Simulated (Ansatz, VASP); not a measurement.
# MoS2 in VASP and in Ansatz

```xyz
3
Lattice="0.0000 2.9743 2.9743 2.9743 0.0000 2.9743 2.9743 2.9743 0.0000" Properties=species:S:1:pos:R:3 pbc="T T T"
Mo    0.0000    0.0000    0.0000
S     1.4871    1.4871    1.4871
S     4.4614    4.4614    4.4614
```

Change from the starting cell: species swapped into the EuF2 type (Fm-3m, No. 225).

Alike in both runs: functional PBE; k mesh 14 × 14 × 14; occupations gaussian, width 0.1 eV; collinear spin.

Ansatz relaxed the structure, and its values are those at the end. VASP's run is a single point on that final structure, the one shown.

|  | VASP | Ansatz |
| --- | --- | --- |
| version | VASP 6.6.1 | Ansatz 0.2.0 |
| potentials or method | VASP PAW PBE potentials, release 64 (Mo_sv, S), cutoff 520 eV | scalar-relativistic, plane waves, PAW |
| valence electrons in the cell | 26 | 26 |

|  | VASP | Ansatz | Ansatz less VASP |
| --- | --- | --- | --- |
| gap on the k mesh at the Fermi level (eV) | none | none | - |
| pressure (GPa) | 0.0 | 0.0 | 0.00 |
| net moment per atom (μB) | 0.63 | 0.63 | -0.001 |
| size of the moment on the site where the two differ most (μB) | 1.63 | 1.37 | -0.253 |

Site moments also hang on the region over which each program counts them. A gap of «none» marks a metal or a gap that the smearing closes. The functional is the same, so the differences come from potentials, cutoffs and numerics.
